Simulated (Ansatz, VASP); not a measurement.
# HfO2: VASP beside Ansatz

```xyz
6
Lattice="3.6174 0.0333 0.0263 0.0333 3.5852 -0.0110 0.0384 -0.0160 5.3053" Properties=species:S:1:pos:R:3 pbc="T T T"
Hf    1.7870    1.8793    2.5909
Hf   -0.0929    0.1548    0.0005
O     0.0287    1.7614    3.8803
O     1.8574   -0.1493    4.2807
O     1.7484    0.0206    1.6002
O     0.2434    1.7212    0.9336
```

Change from the starting cell: all atoms moved at random (sigma 0.1 Å a component), cell strained at random (sigma 0.01).

Alike in both runs: task single point; functional PBE; k mesh 6 × 6 × 4; occupations gaussian, width 0.05 eV; no spin polarisation.

|  | VASP | Ansatz |
| --- | --- | --- |
| version | VASP 6.6.1 | Ansatz 0.2.0 |
| potentials or method | VASP PAW PBE potentials, release 64 (Hf_pv, O), cutoff 520 eV | scalar-relativistic, plane waves, PAW |
| valence electrons in the cell | 44 | 76 |

|  | VASP | Ansatz | Ansatz less VASP |
| --- | --- | --- | --- |
| gap on the k mesh at the Fermi level (eV) | 3.65 | 3.68 | +0.027 |
| least direct gap on the mesh (eV) | 3.75 | 3.78 | +0.028 |
| pressure (GPa) | 1.3 | 4.2 | +2.92 |
| traceless stress, the component that is largest in VASP (GPa) | 12.80 | 13.08 | +0.278 |
| rms of the force components (eV/Å) | 2.119 | 2.125 | +0.0061 |

Atom by atom the forces differ by 0.028 eV/Å (rms over components). VASP's potentials hold 44 valence electrons a cell and Ansatz's 76, so a difference there can come from the potentials and not from the codes.

Spin-orbit coupling is off throughout.
